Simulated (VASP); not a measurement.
Crystal: CaO.

```
Ca O
1.0
     3.15708    0.00000    0.00000
    -1.57854    2.73411    0.00000
     0.00000    0.00000    3.07363
Ca O
1 1
Direct
  0.33333 0.66667 0.50000
  0.66667 0.33333 0.00000
```

- Program: VASP 6.6.1
- Task: relaxation of cell and atoms
- Functional: PBE
- Potentials or basis: VASP PAW PBE potentials, release 64 (Ca_sv, O)
- Cutoff: 600 eV
- k mesh: 6 × 6 × 6
- Occupations: gaussian, width 0.1 eV
- Spin: no spin polarisation

At the start: pressure 6.6 GPa; volume 13.27 Å³/atom.

Question: Where does the relaxation end?

Answer: Over 5 steps the energy falls by 58.0 meV/atom and the volume is 14.25 Å³/atom (+7.4 %); space group P-6m2 (No. 187, to 0.05 Å).

The path:
```csv
step,energy change (eV),largest force (eV/Å),pressure (GPa),volume (Å³)
1,0.0000,0.0000,6.59,26.53
2,-0.1127,0.0000,-0.48,28.62
3,-0.1158,0.0000,0.40,28.32
4,-0.1158,0.0000,0.29,28.35
5,-0.1159,0.0000,-0.23,28.49
```

Final structure:
```
CELL_PARAMETERS angstrom
3.30881 0.00000 0.00000
-1.65440 2.86551 0.00000
0.00000 0.00000 3.00496
ATOMIC_POSITIONS crystal
Ca 0.33333 0.66667 0.50000
O 0.66667 0.33333 0.00000
```
